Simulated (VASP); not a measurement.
**ZrC: single point with PBE**

ZrC:

```
CELL_PARAMETERS angstrom
4.24257 0.00000 0.00000
0.00000 4.20014 0.00000
0.00000 0.00000 3.11236
ATOMIC_POSITIONS crystal
Zr 0.50000 0.00000 0.22827
Zr 0.00000 0.50000 0.77173
C 0.00000 0.00000 0.00000
C 0.50000 0.50000 0.00000
```

```json
{"Program": "VASP 6.6.1", "Task": "single point", "Functional": "PBE", "Potentials or basis": "VASP PAW PBE potentials, release 64 (Zr_sv, C)", "Cutoff": "520 eV", "k mesh": "8 × 8 × 12", "Occupations": "gaussian, width 0.05 eV", "Spin": "no spin polarisation"}
```

```yaml
Pressure: 2.4 GPa
Largest_force: 0.143 eV/Å
Band_gap_on_the_k_mesh: zero (bands 16 and 17 overlap by 0.88 eV)
```

Forces on the atoms (eV/Å):
```
Zr   0.000  0.000  0.122
Zr   0.000  0.000 -0.122
C    0.000  0.000  0.143
C    0.000  0.000 -0.143
```

Stress tensor (GPa, compression positive):
```
1.97 0.00 0.00
0.00 4.12 0.00
0.00 0.00 0.98
```

Levels at points of the mesh, in eV from the Fermi level:
```tsv
k point	band 13	band 14	band 15	band 16	band 17	band 18	band 19	band 20
(0.00, 0.00, 0.00)	-2.54	-1.08	-0.65	-0.50	-0.10	-0.07	2.58	2.67
(0.50, 0.00, 0.00)	-2.61	-2.61	-1.84	-1.84	1.29	1.29	2.24	2.24
(0.00, 0.50, 0.00)	-2.70	-2.70	-1.79	-1.79	1.23	1.23	2.30	2.30
(0.50, 0.50, 0.00)	-2.69	-2.69	-0.86	-0.86	0.61	0.61	1.03	1.03
(0.00, 0.00, 0.50)	-3.73	-3.70	-2.17	-2.10	0.90	2.29	3.21	3.44
(0.50, 0.00, 0.50)	-3.77	-3.77	-2.65	-2.65	2.58	2.58	3.69	3.69
(0.00, 0.50, 0.50)	-3.79	-3.79	-2.63	-2.63	2.67	2.67	3.68	3.68
(0.50, 0.50, 0.50)	-3.90	-3.90	-2.10	-2.10	1.14	1.14	3.00	3.00
```

It took 91 s on 1 thread of AMD EPYC 9R45 96-Core Processor (Zen 5), with other jobs on the host, peak memory 0.28 GiB.
